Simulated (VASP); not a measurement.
# Ta3N in VASP: relaxation of the atoms with PBE

Aim: the relaxation of the atoms of Ta3N with PBE.

Everything below comes from runs of VASP 6.6.1. Logs are shortened: lines on timing, memory, paths and dates and some standing lists are left out, and cuts for length are marked.

## Step 1: The cell of the first run

The cell holds a slab with vacuum, 4 atoms: a = 2.874 Å, b = 2.874 Å, c = 20.027 Å, α = 90.00°, β = 90.00°, γ = 109.47°.

## Step 2: Relaxation of the atoms, PBE

File INCAR:

```
SYSTEM = Ta3N
ALGO = Normal
DIPOL = 0.5 0.5 0.358
EDIFF = 1E-7
EDIFFG = -0.025
ENCUT = 520
GGA = PE
IBRION = 2
IDIPOL = 3
ISIF = 2
ISMEAR = 0
LASPH = .True.
LCHARG = .False.
LDIPOL = .True.
LREAL = .False.
LWAVE = .False.
NELM = 80
NSW = 36
PREC = Accurate
SIGMA = 0.1
```

File KPOINTS:

```
k-points
0
Gamma
  10 10 1
  0 0 0
```

File POSCAR:

```
Ta3N
1.0
    2.8743098524      0.0000000000      0.0000000000
   -0.9581032841      2.7099253172      0.0000000000
    0.0000000000      0.0000000000     20.0266897040
Ta N
3 1
Selective dynamics
Direct
    0.5000000000      0.5000000000      0.1997334587  F F F
    0.0000000000      0.0000000000      0.3127671377  F F F
    0.5000000000      0.5000000000      0.4257663064  F F F
    0.8333333333      1.1666666667      0.4926770150  F F T
```

Potentials or basis: VASP PAW PBE potentials, release 64 (Ta_pv, N).

On the command line:

```sh
$ cat potpaw_PBE.64/Ta_pv/POTCAR potpaw_PBE.64/N/POTCAR > POTCAR
$ mpirun -np 1 vasp_std > vasp.out
```

OUTCAR:

```text
SYSTEM = Ta3N
   EDIFF = 1E-7
   EDIFFG = -0.025
   ENCUT = 520
   GGA = PE
   IBRION = 2
   ISIF = 2
   ISMEAR = 0
   LASPH = .True.
   LREAL = .False.
   NELM = 80
   NSW = 36
   PREC = Accurate

 ion  position               nearest neighbor table
   1  0.500  0.500  0.200-   2 2.81   2 2.81   2 3.26   2 3.26
   2  0.000  0.000  0.313-   3 2.81   3 2.81   1 2.81   1 2.81   3 3.26   3 3.26   1 3.26   1 3.26

   3  0.500  0.500  0.426-   4 2.06   4 2.27   4 2.27   2 2.81   2 2.81   2 3.26   2 3.26
   4  0.833  0.167  0.493-   3 2.06   3 2.27   3 2.27

  LATTYP: Found a base centered orthorhombic cell.
 ALAT       =     3.3189671341
 B/A-ratio  =     1.4142135623
 C/A-ratio  =     6.0340126596

  Lattice vectors:

 A1 = (   2.8743098524,   0.0000000000,   0.0000000000)
 A2 = (  -0.9581032841,   2.7099253172,   0.0000000000)
 A3 = (   0.0000000000,   0.0000000000,  20.0266897040)

Analysis of symmetry for initial positions (statically):
=====================================================================
 Subroutine PRICEL returns:
 Original cell was already a primitive cell.

 Routine SETGRP: Setting up the symmetry group for a
 base centered orthorhombic supercell.

 Subroutine GETGRP returns: Found  2 space group operations
 (whereof  2 operations were pure point group operations)
 out of a pool of  8 trial point group operations.

The static configuration has the point symmetry C_1h.

Analysis of symmetry for dynamics (positions and initial velocities):
=====================================================================
 Subroutine PRICEL returns:
 Original cell was already a primitive cell.

 Routine SETGRP: Setting up the symmetry group for a
 base centered orthorhombic supercell.

 Subroutine GETGRP returns: Found  2 space group operations
 (whereof  2 operations were pure point group operations)
 out of a pool of  8 trial point group operations.

The dynamic configuration has the point symmetry C_1h.

Analysis of constrained symmetry for selective dynamics:
=====================================================================
 Subroutine PRICEL returns:
 Original cell was already a primitive cell.

 Routine SETGRP: Setting up the symmetry group for a
 base centered orthorhombic supercell.

 Subroutine GETGRP returns: Found  2 space group operations
 (whereof  2 operations were pure point group operations)
 out of a pool of  8 trial point group operations.

The constrained configuration has the point symmetry C_1h.

 Subroutine INISYM returns: Found  2 space group operations
 (whereof  2 operations are pure point group operations),
 and found     1 'primitive' translations

----------------------------------------------------------------------------------------

                                     Primitive cell

  volume of cell :     155.9912

  direct lattice vectors                    reciprocal lattice vectors
     2.874309852  0.000000000  0.000000000     0.347909603  0.123004620  0.000000000
    -0.958103284  2.709925317  0.000000000     0.000000000  0.369013859  0.000000000
     0.000000000  0.000000000 20.026689704     0.000000000  0.000000000  0.049933365

  length of vectors
     2.874309852  2.874309852 20.026689704     0.369013859  0.369013859  0.049933365

  position of ions in fractional coordinates (direct lattice)
     0.500000000  0.500000000  0.199733459
     0.000000000  0.000000000  0.312767138
     0.500000000  0.500000000  0.425766306
     0.833333333  0.166666667  0.492677015

  ion indices of the primitive-cell ions
   primitive index   ion index
                 1           1
                 2           2
                 3           3
                 4           4

----------------------------------------------------------------------------------------

 KPOINTS: k-points

Automatic generation of k-mesh.
 Grid dimensions read from file:
 generate k-points for:   10   10    1

 Generating k-lattice:

  Cartesian coordinates                     Fractional coordinates (reciprocal lattice)
     0.034790960  0.012300462  0.000000000     0.100000000  0.000000000  0.000000000
     0.000000000  0.036901386  0.000000000     0.000000000  0.100000000  0.000000000
     0.000000000  0.000000000  0.049933365     0.000000000  0.000000000  1.000000000

  Length of vectors
     0.036901386  0.036901386  0.049933365

  Shift w.r.t. Gamma in fractional coordinates (k-lattice)
     0.000000000  0.000000000  0.000000000

 Subroutine IBZKPT returns following result:
 ===========================================

 Found     31 irreducible k-points:

 Following reciprocal coordinates:
            Coordinates               Weight
  0.000000  0.000000  0.000000      1.000000
  0.100000  0.000000  0.000000      4.000000
  0.200000  0.000000  0.000000      4.000000
  0.300000  0.000000  0.000000      4.000000
  0.400000  0.000000  0.000000      4.000000
  0.500000  0.000000  0.000000      2.000000
[... 16 lines left out ...]
  0.300000  0.300000  0.000000      2.000000
  0.400000  0.300000  0.000000      4.000000
 [... further k-points ...]
   k-points           NKPTS =     31   k-points in BZ     NKDIM =     31   number of bands    NBANDS=     23
   number of dos      NEDOS =    301   number of ions     NIONS =      4
   total plane-waves  NPLWV =  86400
   dimension x,y,z NGX =    24 NGY =   24 NGZ =  150
   dimension x,y,z NGXF=    48 NGYF=   48 NGZF=  300
   ions per type =               3   1
   NGX,Y,Z   is equivalent  to a cutoff of  13.88, 13.88, 12.45 a.u.
   NGXF,Y,Z  is equivalent  to a cutoff of  27.76, 27.76, 24.90 a.u.
 SYSTEM =  Ta3N
   PREC   = accura    normal or accurate (medium, high low for compatibility)
   ISTART =      0    job   : 0-new  1-cont  2-samecut
   ICHARG =      2    charge: 1-file 2-atom 10-const
   ISPIN  =      1    spin polarized calculation?
   LNONCOLLINEAR =      F non collinear calculations
   LSORBIT =      F    spin-orbit coupling
   LASPH  =      T    aspherical Exc in radial PAW
   ENCUT  =  520.0 eV  38.22 Ry    6.18 a.u.   5.34  5.34 37.24*2*pi/ulx,y,z
   NELM   =     80;   NELMIN=  2; NELMDL= -5     # of ELM steps
   EDIFF  = 0.1E-06   stopping-criterion for ELM
   LREAL  =      F    real-space projection
   EDIFFG = -.3E-01   stopping-criterion for IOM
   NSW    =     36    number of steps for IOM
   IBRION =      2    ionic relax: 0-MD 1-quasi-New 2-CG
   NFREE  =      1    steps in history (QN), initial steepest desc. (CG)
   ISIF   =      2    stress and relaxation
   ISYM   =      2    0-nonsym 1-usesym 2-fastsym
   POTIM  = 0.5000    time-step for ionic-motion
   TEBEG  =    0.0;   TEEND  =   0.0 temperature during run
   PSTRESS=    0.0 pullay stress
   NELECT =      38.0000    total number of electrons
   NUPDOWN=      -1.0000    fix difference up-down
   EMIN   =  10.00;   EMAX   =-10.00  energy-range for DOS
   EFERMI =   0.00;   METHOD = LEGACY
   ISMEAR =     0;   SIGMA  =   0.10  broadening in eV -4-tet -1-fermi 0-gaus
   EFERMI_NEDOS =   21; number of points for ismear=-14 and -15
   IALGO  =     38    algorithm
   IMIX   =      4    mixing-type and parameters
     AMIX     =   0.40;   BMIX     =  1.00
     AMIX_MAG =   1.60;   BMIX_MAG =  1.00
  volume/ion in A,a.u.               =      39.00       263.17
  Fermi-wavevector in a.u.,A,eV,Ry     =   1.022436  1.932123 14.223187  1.045375
  Thomas-Fermi vector in A             =   2.156115
   LORBIT       =      0    0 simple, 1 ext, 2 COOP (PROOUT), +10 PAW based schemes
   GGA     = PE    functional components
   LHFCALC =     F    Hartree Fock is set to
   AEXX    =    0.0000 exact exchange contribution
   IVDW    =     0    specifies the selected vdW correction
   LEPSILON=     F    determine dielectric tensor
   LRPA    =     F    only Hartree local field effects (RPA)
 conjugate gradient relaxation of ions
 non-spin polarized calculation
 Gauss-broadening in eV      SIGMA  =   0.10
  energy-cutoff  :      520.00
  volume of cell :      155.99
 maximum number of plane-waves:      4238
 NGX is ok and might be reduce to    24
   NGX = 11   NGY = 11   NGZ = 75

 dipolmoment           0.000000      0.000000     -0.201159 electrons x Angstroem

--------------------------------------- Ionic step        1  -------------------------------------------

 number of electron      37.9999996 magnetization

 Free energy of the ion-electron system (eV)
  ---------------------------------------------------
  ext. energy  EPLUGINS =         0.00000000
  ---------------------------------------------------
  free energy    TOTEN  =       -41.82304416 eV

  energy without entropy =      -41.80587374  energy(sigma->0) =      -41.81445895

------------------------ aborting loop because EDIFF is reached ----------------------------------------

  FORCE on cell =-STRESS in cart. coord.  units (eV):
  Direction    XX          YY          ZZ          XY          YZ          ZX
  --------------------------------------------------------------------------------------
  -------------------------------------------------------------------------------------
  Total        1.4038669      0.2916641     -4.1244607     -1.5728923      0.6217089     -0.8792291
  in kB       14.4190433      2.9956667    -42.3621187    -16.1550941      6.3855396     -9.0305157
  external PRESSURE =      -8.3158029 kB  Pullay stress =       0.0000000 kB
[... 99 lines left out ...]
  energy  without entropy=      -42.8058974895  energy(sigma->0) =      -42.81600783

--------------------------------------- Ionic step        4  -------------------------------------------

 number of electron      37.9999996 magnetization

 dipolmoment           0.000000      0.000000      0.059485 electrons x Angstroem

 Free energy of the ion-electron system (eV)
  ---------------------------------------------------
  ext. energy  EPLUGINS =         0.00000000
  ---------------------------------------------------
  free energy    TOTEN  =       -42.82687091 eV

  energy without entropy =      -42.80677631  energy(sigma->0) =      -42.81682361

 E-fermi :  -1.0448     XC(G=0):  -5.6643

 val. band max:       -1.0451522056   @ k =   0.0000   0.0000   0.0000
 cond. band min:      -1.0368277981   @ k =   0.1000   0.1000   0.0000
 fundamental gap:      0.0083244074
 Fermi energy:        -1.0448463604

 k-point     1 :       0.0000    0.0000    0.0000
  band No.  band energies     occupation
      1     -35.4787      2.00000
      2     -35.2161      2.00000
      3     -34.9434      2.00000
      4     -34.8532      2.00000
      5     -34.7119      2.00000
      6     -34.4997      2.00000
[... 613 lines left out ...]
     22       1.3508      0.00000
     23       2.1860      0.00000

 [... further k-points ...]

------------------------ aborting loop because EDIFF is reached ----------------------------------------

 vacuum level on the upper side and lower side of the slab       (xc-potential included)         0.550        -0.848

  FORCE on cell =-STRESS in cart. coord.  units (eV):
  Direction    XX          YY          ZZ          XY          YZ          ZX
  --------------------------------------------------------------------------------------
  -------------------------------------------------------------------------------------
  Total        7.1606307      4.7220222      3.3500457     -3.4487132     -1.3667374      1.9328600
  in kB       73.5464614     48.4996417     34.4081434    -35.4215520    -14.0376882     19.8523039
  external PRESSURE =      52.1514155 kB  Pullay stress =       0.0000000 kB

 VOLUME and BASIS-vectors are now :
 -----------------------------------------------------------------------------
  energy-cutoff  :      520.00
  volume of cell :      155.99
      direct lattice vectors                 reciprocal lattice vectors
     2.874309852  0.000000000  0.000000000     0.347909603  0.123004620  0.000000000
    -0.958103284  2.709925317  0.000000000     0.000000000  0.369013859  0.000000000
     0.000000000  0.000000000 20.026689704     0.000000000  0.000000000  0.049933365
[... 10 lines left out ...]
  FREE ENERGIE OF THE ION-ELECTRON SYSTEM (eV)
  ---------------------------------------------------
  free  energy   TOTEN  =       -42.8268709140 eV

  energy  without entropy=      -42.8067763069  energy(sigma->0) =      -42.81682361

 reached required accuracy - stopping structural energy minimisation

 vacuum level on the upper side and lower side of the slab         4.874         3.436
```

Run time: 5 min. Hardware: 1 thread of Intel Xeon 6975P-C (Granite Rapids), shared host; peak memory 0.34 GiB.

Results:

```
Free energy               : -42.8269 eV
Energy gained by relaxing : 251.0 meV/atom
Ionic steps               : 4
Band gap on the k mesh    : zero (bands 19 and 20 overlap by 1.70 eV)
```

The path:
```tsv
step	energy change (eV)	largest force on free atoms (eV/Å)	pressure (GPa)
1	0.0000	4.8224	-0.83
2	-0.8559	2.1945	2.63
3	-1.0031	0.1643	5.01
4	-1.0038	0.0130	5.22
```

Final structure:
```
Ta N
1.0
     2.87431    0.00000    0.00000
    -0.95810    2.70993    0.00000
     0.00000    0.00000   20.02669
Ta N
3 1
Cartesian
  0.9581 1.3550 4.0000
  0.0000 0.0000 6.2637
  0.9581 1.3550 8.5267
  2.2356 0.4517 9.5023
```

Levels at points of the mesh, in eV from the Fermi level:
| k point | band 17 | band 18 | band 19 | band 20 | band 21 | band 22 |
| --- | --- | --- | --- | --- | --- | --- |
| (0.00, 0.00, 0.00) | -0.91 | 0.00 | 0.03 | 0.82 | 0.93 | 2.36 |
| (0.50, 0.00, 0.00) | -1.34 | -0.95 | -0.12 | 1.14 | 1.42 | 3.20 |
| (0.50, 0.50, 0.00) | -1.04 | -0.60 | 1.31 | 1.88 | 2.27 | 2.36 |

Caveat: spin-orbit coupling is left out, which moves the levels of the heavy elements.
